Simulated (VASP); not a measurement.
Runs of VASP 6.6.1 on SrVO3. The structure is cubic, space group Pm-3m (No. 221). Conventional cell: a = 3.841 Å, b = 3.841 Å, c = 3.841 Å, α = 90.00°, β = 90.00°, γ = 90.00°. Within 3.6 Å of Sr (site symmetry m-3m) lie 12 O at 2.72 Å and 8 V at 3.33 Å. Within 2.5 Å of V (site symmetry m-3m) lie 6 O at 1.92 Å. Within 2.5 Å of O (site symmetry 4/mmm) lie 2 V at 1.92 Å. 

```tsv
smearing	gap on the mesh (eV)	pressure (GPa)	moment (μB)
fermi-dirac 0.3 eV	none	(a)	0.00
fermi-dirac 0.5 eV	none	6.0	0.00
fermi-dirac 0.2 eV	none	3.9	0.00
fermi-dirac 0.1 eV	none	3.5	0.00
```

Alike in all rows: task single point; level PBE; potentials or basis VASP PAW PBE potentials, release 64 (Sr_sv, V_sv, O); spin collinear, ferromagnetic start; cell as given; k mesh 6 × 6 × 6; cutoff (eV) 520.

Problem. Estimate the missing entries.

Solution. (a) 4.5.

Caveats: the cell stands under pressure; semilocal functionals often make such compounds metallic where correlation or magnetic order opens a gap, which also shifts bond lengths; so wide a smearing shifts energies and pressures (at least some runs).

A k mesh can miss the band edges, and the runs leave out spin-orbit coupling on Sr.

A gap of «none» marks levels without a gap at the run's occupations.
